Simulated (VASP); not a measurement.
# Pt (Im-3m) in VASP: further runs

Pt is run at these levels: PBEsol; tasks: single point.

Program: VASP 6.6.1. These are calculated values, not measurements. Logs are shortened: lines on timing, memory, paths and dates and some standing lists are left out, and cuts for length are marked.

## 1. The cell of the first run

It takes space group Im-3m (No. 229, cubic). Conventional cell: a = 3.121 Å, b = 3.121 Å, c = 3.121 Å, α = 90.00°, β = 90.00°, γ = 90.00°. Pt (site symmetry m-3m) has 14 Pt at 2.70 to 3.12 Å within 3.6 Å.

This isn't the form of Pt at room conditions, which is fcc.

## 2. Single point, PBEsol

Input file INCAR:

```
ALGO     = Normal         # electronic algorithm
EDIFF    = 1E-6           # SCF threshold, eV
ENCUT    = 520            # plane-wave cutoff, eV
GGA      = PS             # functional
ISIF     = 2              # what is computed and relaxed
ISMEAR   = 0              # smearing method
LASPH    = T              # aspherical terms in the spheres
LCHARG   = F              # write CHGCAR
LREAL    = F              # projectors in reciprocal space
LWAVE    = F              # write WAVECAR
NBANDS   = 11             # bands
NELM     = 80             # most SCF steps
PREC     = Accurate       # precision mode
SIGMA    = 0.15           # smearing width, eV
```

Input file KPOINTS:

```
k-points
0
Gamma
  16 16 16
```

Input file POSCAR:

```
Pt
1.0
   -1.5604706009      1.5604706009      1.5604706009
    1.5604706009     -1.5604706009      1.5604706009
    1.5604706009      1.5604706009     -1.5604706009
Pt
1
Direct
    0.0000000000      0.0000000000      0.0000000000
```

Potentials or basis: VASP PAW PBE potentials, release 64 (Pt).

Started as:

```console
$ cat potpaw_PBE.64/Pt/POTCAR > POTCAR
$ mpirun -np 1 vasp_std > vasp.out
```

OUTCAR:

```text
EDIFF = 1E-6
   ENCUT = 520
   GGA = PS
   ISIF = 2
   ISMEAR = 0
   LASPH = T
   LREAL = F
   NELM = 80
   PREC = Accurate

 ion  position               nearest neighbor table
   1  0.000  0.000  0.000-

  LATTYP: Found a body centered cubic cell.
 ALAT       =     3.1209412018

  Lattice vectors:

 A1 = (  -1.5604706009,   1.5604706009,   1.5604706009)
 A2 = (   1.5604706009,  -1.5604706009,   1.5604706009)
 A3 = (   1.5604706009,   1.5604706009,  -1.5604706009)

Analysis of symmetry for initial positions (statically):
=====================================================================
 Subroutine PRICEL returns:
 Original cell was already a primitive cell.

 Routine SETGRP: Setting up the symmetry group for a
 body centered cubic supercell.

 Subroutine GETGRP returns: Found 48 space group operations
 (whereof 48 operations were pure point group operations)
 out of a pool of 48 trial point group operations.

The static configuration has the point symmetry O_h .

Analysis of symmetry for dynamics (positions and initial velocities):
=====================================================================
 Subroutine PRICEL returns:
 Original cell was already a primitive cell.

 Routine SETGRP: Setting up the symmetry group for a
 body centered cubic supercell.

 Subroutine GETGRP returns: Found 48 space group operations
 (whereof 48 operations were pure point group operations)
 out of a pool of 48 trial point group operations.

The dynamic configuration has the point symmetry O_h .

 Subroutine INISYM returns: Found 48 space group operations
 (whereof 48 operations are pure point group operations),
 and found     1 'primitive' translations

----------------------------------------------------------------------------------------

                                     Primitive cell

  volume of cell :      15.1994

  direct lattice vectors                    reciprocal lattice vectors
    -1.560470601  1.560470601  1.560470601     0.000000000  0.320416161  0.320416161
     1.560470601 -1.560470601  1.560470601     0.320416161  0.000000000  0.320416161
     1.560470601  1.560470601 -1.560470601     0.320416161  0.320416161  0.000000000

  length of vectors
     2.702814364  2.702814364  2.702814364     0.453136881  0.453136881  0.453136881

  position of ions in fractional coordinates (direct lattice)
     0.000000000  0.000000000  0.000000000

  ion indices of the primitive-cell ions
   primitive index   ion index
                 1           1

----------------------------------------------------------------------------------------

 KPOINTS: k-points

Automatic generation of k-mesh.
 Grid dimensions read from file:
 generate k-points for:   16   16   16

 Generating k-lattice:

  Cartesian coordinates                     Fractional coordinates (reciprocal lattice)
     0.000000000  0.020026010  0.020026010     0.062500000  0.000000000  0.000000000
     0.020026010  0.000000000  0.020026010     0.000000000  0.062500000  0.000000000
     0.020026010  0.020026010  0.000000000     0.000000000  0.000000000  0.062500000

  Length of vectors
     0.028321055  0.028321055  0.028321055

  Shift w.r.t. Gamma in fractional coordinates (k-lattice)
     0.000000000  0.000000000  0.000000000

 Subroutine IBZKPT returns following result:
 ===========================================

 Found    145 irreducible k-points:

 Following reciprocal coordinates:
            Coordinates               Weight
  0.000000  0.000000  0.000000      1.000000
  0.062500  0.000000  0.000000     12.000000
  0.125000  0.000000  0.000000     12.000000
  0.187500  0.000000  0.000000     12.000000
  0.250000  0.000000  0.000000     12.000000
  0.312500  0.000000  0.000000     12.000000
[... 16 lines left out ...]
  0.187500  0.187500  0.000000     24.000000
  0.250000  0.187500  0.000000     48.000000
 [... further k-points ...]
   k-points           NKPTS =    145   k-points in BZ     NKDIM =    145   number of bands    NBANDS=     11
   number of dos      NEDOS =    301   number of ions     NIONS =      1
   total plane-waves  NPLWV =   8000
   dimension x,y,z NGX =    20 NGY =   20 NGZ =   20
   dimension x,y,z NGXF=    40 NGYF=   40 NGZF=   40
   ions per type =               1
   NGX,Y,Z   is equivalent  to a cutoff of  12.30, 12.30, 12.30 a.u.
   NGXF,Y,Z  is equivalent  to a cutoff of  24.60, 24.60, 24.60 a.u.
 SYSTEM =  unknown system
   PREC   = accura    normal or accurate (medium, high low for compatibility)
   ISTART =      0    job   : 0-new  1-cont  2-samecut
   ICHARG =      2    charge: 1-file 2-atom 10-const
   ISPIN  =      1    spin polarized calculation?
   LNONCOLLINEAR =      F non collinear calculations
   LSORBIT =      F    spin-orbit coupling
   LASPH  =      T    aspherical Exc in radial PAW
   ENCUT  =  520.0 eV  38.22 Ry    6.18 a.u.   5.03  5.03  5.03*2*pi/ulx,y,z
   NELM   =     80;   NELMIN=  2; NELMDL= -5     # of ELM steps
   EDIFF  = 0.1E-05   stopping-criterion for ELM
   LREAL  =      F    real-space projection
   EDIFFG = 0.1E-04   stopping-criterion for IOM
   NSW    =      0    number of steps for IOM
   IBRION =     -1    ionic relax: 0-MD 1-quasi-New 2-CG
   NFREE  =      0    steps in history (QN), initial steepest desc. (CG)
   ISIF   =      2    stress and relaxation
   ISYM   =      2    0-nonsym 1-usesym 2-fastsym
   POTIM  = 0.5000    time-step for ionic-motion
   TEBEG  =    0.0;   TEEND  =   0.0 temperature during run
   PSTRESS=    0.0 pullay stress
   NELECT =      10.0000    total number of electrons
   NUPDOWN=      -1.0000    fix difference up-down
   EMIN   =  10.00;   EMAX   =-10.00  energy-range for DOS
   EFERMI =   0.00;   METHOD = LEGACY
   ISMEAR =     0;   SIGMA  =   0.15  broadening in eV -4-tet -1-fermi 0-gaus
   EFERMI_NEDOS =   21; number of points for ismear=-14 and -15
   IALGO  =     38    algorithm
   IMIX   =      4    mixing-type and parameters
     AMIX     =   0.40;   BMIX     =  1.00
     AMIX_MAG =   1.60;   BMIX_MAG =  1.00
  volume/ion in A,a.u.               =      15.20       102.57
  Fermi-wavevector in a.u.,A,eV,Ry     =   1.423855  2.690697 27.583967  2.027364
  Thomas-Fermi vector in A             =   2.544409
   LORBIT       =      0    0 simple, 1 ext, 2 COOP (PROOUT), +10 PAW based schemes
   GGA     = PS    functional components
   LHFCALC =     F    Hartree Fock is set to
   AEXX    =    0.0000 exact exchange contribution
   IVDW    =     0    specifies the selected vdW correction
   LEPSILON=     F    determine dielectric tensor
   LRPA    =     F    only Hartree local field effects (RPA)
 non-spin polarized calculation
 Gauss-broadening in eV      SIGMA  =   0.15
  energy-cutoff  :      520.00
  volume of cell :       15.20
 maximum number of plane-waves:       420
   NGX =  9   NGY =  9   NGZ =  9

 number of electron      10.0000000 magnetization

 number of electron       9.9999997 magnetization

 Free energy of the ion-electron system (eV)
  ---------------------------------------------------
  ext. energy  EPLUGINS =         0.00000000
  ---------------------------------------------------
  free energy    TOTEN  =        -6.84903085 eV

  energy without entropy =       -6.83348606  energy(sigma->0) =       -6.84125846

 E-fermi :  10.7516     XC(G=0): -13.5749

 val. band max:       10.7470693662   @ k =   0.2500   0.0625   0.0625
 cond. band min:      10.7593624790   @ k =  -0.4375   0.5000   0.3750
 fundamental gap:      0.0122931128
 Fermi energy:        10.7516168826

 k-point     1 :       0.0000    0.0000    0.0000
  band No.  band energies     occupation
      1       0.7507      2.00000
      2       7.0207      2.00000
      3       7.0207      2.00000
      4       7.0207      2.00000
      5       9.6813      2.00000
      6       9.6813      2.00000
      7      27.7936      0.00000
      8      27.7936      0.00000
      9      27.7936      0.00000
     10      38.2942      0.00000
     11      38.2942      0.00000

 k-point     2 :       0.0625    0.0000    0.0000
  band No.  band energies     occupation
      1       0.9160      2.00000
      2       6.9536      2.00000
      3       7.0199      2.00000
      4       7.1554      2.00000
      5       9.5928      2.00000
      6       9.6857      2.00000
      7      27.8770      0.00000
      8      27.9511      0.00000
      9      28.0408      0.00000
     10      36.2141      0.00000
     11      36.8462      0.00000

 k-point     3 :       0.1250    0.0000    0.0000
  band No.  band energies     occupation
      1       1.3938      2.00000
      2       6.7674      2.00000
      3       7.0055      2.00000
      4       7.5524      2.00000
      5       9.3945      2.00000
      6       9.7018      2.00000
      7      27.9889      0.00000
      8      28.1602      0.00000
      9      28.7604      0.00000
     10      34.4196      0.00000
     11      34.7794      0.00000

 k-point     4 :       0.1875    0.0000    0.0000
  band No.  band energies     occupation
      1       2.1169      2.00000
      2       6.5013      2.00000
      3       6.9747      2.00000
      4       8.1874      2.00000
      5       9.2353      2.00000
      6       9.7361      2.00000
      7      27.5274      0.00000
      8      27.7124      0.00000
      9      29.8908      0.00000
     10      33.5563      0.00000
     11      33.6833      0.00000

 k-point     5 :       0.2500    0.0000    0.0000
  band No.  band energies     occupation
      1       2.9245      2.00000
      2       6.2046      2.00000
      3       7.0480      2.00000
      4       9.0143      2.00000
      5       9.2194      2.00000
      6       9.7931      2.00000
      7      25.5431      0.00000
      8      26.8344      0.00000
      9      31.3369      0.00000
     10      32.8934      0.00000
     11      33.7195      0.00000
[... 211 lines left out ...]
 k-point    21 :       0.3750    0.1250    0.0000
  band No.  band energies     occupation
      1       4.1756      2.00000
      2       5.6740      2.00000
      3       8.3981      2.00000
      4       9.4508      2.00000
      5      10.3693      1.99969
      6      13.0950      0.00000
      7      18.1466      0.00000
      8      24.0668      0.00000
      9      26.3297      0.00000
     10      34.2150      0.00000
     11      35.4942      0.00000

 k-point    22 :       0.4375    0.1250    0.0000
  band No.  band energies     occupation
      1       4.1543      2.00000
      2       5.6301      2.00000
      3       8.7163      2.00000
      4       9.4310      2.00000
      5      10.5765      1.90121
      6      13.7467      0.00000
      7      17.0789      0.00000
      8      23.8191      0.00000
      9      26.0075      0.00000
     10      34.6814      0.00000
     11      35.1801      0.00000

 k-point    23 :       0.1875    0.1875    0.0000
  band No.  band energies     occupation
      1       4.0574      2.00000
      2       6.2315      2.00000
      3       6.4069      2.00000
      4       9.0468      2.00000
      5      10.0066      2.00000
      6      10.8262      0.48184
      7      23.5213      0.00000
      8      25.5833      0.00000
      9      28.3722      0.00000
     10      31.0292      0.00000
     11      35.8403      0.00000

 k-point    24 :       0.2500    0.1875    0.0000
  band No.  band energies     occupation
      1       4.4995      2.00000
      2       6.0121      2.00000
      3       6.7785      2.00000
      4       9.1857      2.00000
      5      10.0772      2.00000
      6      12.1214      0.00000
      7      21.2713      0.00000
      8      24.3591      0.00000
      9      27.4179      0.00000
     10      31.8704      0.00000
     11      36.1318      0.00000

 [... further k-points ...]

------------------------ aborting loop because EDIFF is reached ----------------------------------------

  FORCE on cell =-STRESS in cart. coord.  units (eV):
  Direction    XX          YY          ZZ          XY          YZ          ZX
  --------------------------------------------------------------------------------------
  -------------------------------------------------------------------------------------
  Total       -0.0042812     -0.0042812     -0.0042812     -0.0000000      0.0000000     -0.0000000
  in kB       -0.4512821     -0.4512821     -0.4512821     -0.0000000      0.0000000     -0.0000000
  external PRESSURE =      -0.4512821 kB  Pullay stress =       0.0000000 kB

 VOLUME and BASIS-vectors are now :
 -----------------------------------------------------------------------------
  energy-cutoff  :      520.00
  volume of cell :       15.20
      direct lattice vectors                 reciprocal lattice vectors
    -1.560470601  1.560470601  1.560470601     0.000000000  0.320416161  0.320416161
     1.560470601 -1.560470601  1.560470601     0.320416161  0.000000000  0.320416161
     1.560470601  1.560470601 -1.560470601     0.320416161  0.320416161  0.000000000

 POSITION                                       TOTAL-FORCE (eV/Angst)
 -----------------------------------------------------------------------------------
      0.00000      0.00000      0.00000        -0.000000     -0.000000      0.000000
 -----------------------------------------------------------------------------------
    total drift:                                0.000000     -0.000000      0.000000

  FREE ENERGIE OF THE ION-ELECTRON SYSTEM (eV)
  ---------------------------------------------------
  free  energy   TOTEN  =        -6.8490308508 eV

  energy  without entropy=       -6.8334860612  energy(sigma->0) =       -6.84125846
```

Wall time 31 s (1 thread of Intel Xeon 8259CL, shared host); peak memory 0.14 GiB.

What came out:

| Property | Result |
| --- | --- |
| Free energy | -6.8490 eV |
| Pressure | 0.0 GPa |
| Band gap on the k mesh | zero (bands 5 and 6 overlap by 2.31 eV) |

Caveat: the PAW data sets were made with another functional, which shifts forces and pressure a little; spin-orbit coupling is left out, which moves the levels of the heavy elements.

## 3. Single point, PBEsol

This run uses another cell than the first one: it holds 4 atoms, not 1.

Input file INCAR:

```
PREC     = Accurate       # precision mode
ENCUT    = 520            # plane-wave cutoff, eV
EDIFF    = 1E-6           # SCF threshold, eV
ISMEAR   = 0              # smearing method
SIGMA    = 0.15           # smearing width, eV
LREAL    = False          # projectors in reciprocal space
LASPH    = True           # aspherical terms in the spheres
NELM     = 60             # most SCF steps
ALGO     = Normal         # electronic algorithm
ISIF     = 2              # what is computed and relaxed
LWAVE    = False          # write WAVECAR
LCHARG   = True           # write CHGCAR
GGA      = PS             # functional
LELF     = True           # ELF
LVHAR    = True         
NBANDS   = 28             # bands
```

Input file KPOINTS:

```
Automatic mesh
0
Gamma
  10 10 10
```

Input file POSCAR:

```
Pt
1.0
    0.0000000000     -3.1209412018      3.1209412018
    3.1209412018     -3.1209412018      0.0000000000
    3.1209412018      0.0000000000      3.1209412018
Pt
4
Direct
    0.0000000000      0.0000000000      0.0000000000
    0.2500000000      0.2500000000      0.2500000000
    0.5000000000      0.5000000000      0.5000000000
    0.7500000000      0.7500000000      0.7500000000
```

Potentials or basis: VASP PAW PBE potentials, release 64 (Pt).

Started as:

```console
$ cat potpaw_PBE.64/Pt/POTCAR > POTCAR
$ mpirun -np 1 vasp_std > vasp.out
```

It took 2.3 min on 1 thread of Intel Xeon 8259CL, shared host; peak memory 0.23 GiB.

The run converged. Its results:

```yaml
Free_energy: -27.4366 eV
Pressure: -0.2 GPa
Band_gap_on_the_k_mesh: zero (bands 20 and 21 overlap by 1.06 eV)
```

Levels at points of the mesh, in eV from the Fermi level:
```tsv
k point	band 18	band 19	band 20	band 21	band 22	band 23
(0.00, 0.00, 0.00)	-0.62	0.57	0.57	0.57	4.87	4.87
(0.50, 0.00, 0.00)	-0.65	-0.65	-0.65	0.10	0.10	6.26
(0.50, 0.50, 0.00)	-0.70	0.03	0.03	0.07	0.07	1.13
```

Caveat: the PAW data sets were made with another functional, which shifts forces and pressure a little; spin-orbit coupling is left out, which moves the levels of the heavy elements.

## 4. Single point, PBEsol

This run uses another cell than the first one: it holds 2 atoms, not 1.

Input file INCAR:

```
SYSTEM = Pt
ALGO = Fast
EDIFF = 1E-6
ENCUT = 520
GGA = PS
ISIF = 2
ISMEAR = 0
LASPH = .TRUE.
LCHARG = .FALSE.
LREAL = .FALSE.
LWAVE = .FALSE.
NBANDS = 17
NELM = 100
PREC = Accurate
SIGMA = 0.15
```

Input file KPOINTS:

```
k-points
0
G
  14 14 8
  0 0 0
```

Input file POSCAR:

```
Pt
1.0
   -1.5604706009      1.5604706009      1.5604706009
    1.5604706009     -1.5604706009      1.5604706009
    3.1209412018      3.1209412018      0.0000000000
Pt
2
Direct
    0.0000000000      0.0000000000      0.0000000000
    0.5000000000      0.5000000000      0.5000000000
```

Started as:

```console
$ cat potpaw_PBE.64/Pt/POTCAR > POTCAR
$ mpirun -np 1 vasp_std > vasp.out
```

Run time: 4.6 min. Hardware: 1 thread of Intel Xeon 8259CL, shared host; peak memory 0.24 GiB.

The run converged. Its results:

- Free energy: -13.7108 eV
- Pressure: -0.2 GPa
- Band gap on the k mesh: zero (bands 10 and 11 overlap by 2.06 eV)

Levels at points of the mesh, in eV from the Fermi level:
```tsv
k point	band 7	band 8	band 9	band 10	band 11	band 12	band 13	band 14
(0.00, 0.00, 0.00)	-1.19	-1.01	-1.01	-0.65	0.11	1.17	6.64	13.27
(0.50, 0.00, 0.00)	-1.36	-1.36	-0.57	-0.57	2.93	2.93	8.90	8.90
(0.50, 0.50, 0.00)	0.11	0.61	0.61	0.62	1.18	6.64	7.72	7.73
(0.00, 0.00, 0.50)	-1.68	-1.68	-1.47	-1.47	-0.90	-0.90	14.85	14.85
(0.50, 0.00, 0.50)	-0.65	-0.65	0.11	0.11	1.18	1.18	6.64	6.64
(0.50, 0.50, 0.50)	-2.17	-2.17	0.89	0.89	5.27	5.27	6.51	6.51
```

Caveat: the PAW data sets were made with another functional, which shifts forces and pressure a little; spin-orbit coupling is left out, which moves the levels of the heavy elements.

## 5. Summary

```tsv
cell	k mesh	gap on the mesh (eV)	pressure (GPa)
a = 2.703 Å, angles 109.5°, 1 atom, atomic positions A	16 × 16 × 16	none	0.0
a = 4.414 Å, angles 60.0°, 4 atoms, atomic positions B	10 × 10 × 10	none	-0.2
a = 2.703, b = 2.703, c = 4.414 Å, angles 90.0, 90.0, 109.5°, 2 atoms, atomic positions C	14 × 14 × 8	none	-0.2
```

Alike in all rows: task single point; level PBEsol; potentials or basis VASP PAW PBE potentials, release 64 (Pt); no spin polarisation; cutoff (eV) 520; smearing gaussian 0.15 eV.

Caveats: the PAW data sets were made with another functional, which shifts forces and pressure a little; spin-orbit coupling is left out, which moves the levels of the heavy elements.

Total energies depend on the potentials used, so only differences within one code and one set of settings carry meaning.

The gap in the log of VASP goes by the Fermi energy; the results here count the filled bands.